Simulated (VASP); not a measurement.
Rh:

```
Rh
1.0
     0.00000    1.90299    1.90299
     1.90299    0.00000    1.90299
     1.90299    1.90299    0.00000
Rh
1
Cartesian
  0.0000 0.0000 0.0000
```

Base run:

| Item | Value |
| --- | --- |
| Program | VASP 6.6.1 |
| Functional | PBE |
| Potentials or basis | VASP PAW PBE potentials, release 64 (Rh_pv) |
| Cutoff | 400 eV |
| k mesh | 18 × 18 × 18 |
| Occupations | fermi-dirac, width 0.05 eV |
| Spin | no spin polarisation |

Its results: band gap on the k mesh zero (an odd number of electrons rules out a gap without spin polarisation); pressure 3.9 GPa.

Question: After a change of settings the same cell gave: band gap on the k mesh zero (an odd number of electrons rules out a gap without spin polarisation); pressure 5.4 GPa. Which change was it?
A. functional from PBE to r2SCAN; cutoff from 400 eV to 440 eV
B. functional from PBE to PBEsol; cutoff from 400 eV to 500 eV; further incar settings from ALGO = Normal; EDIFF = 1e-08; NBANDS = 14 to ALGO = Normal; EDIFF = 1e-06; NBANDS = 14
C. functional from PBE to PBEsol
D. cutoff from 400 eV to 500 eV; further incar settings from ALGO = Normal; EDIFF = 1e-08; NBANDS = 14 to ALGO = Normal; EDIFF = 1e-06; NBANDS = 14

Answer: D.

Caveats: the cell stands under pressure.
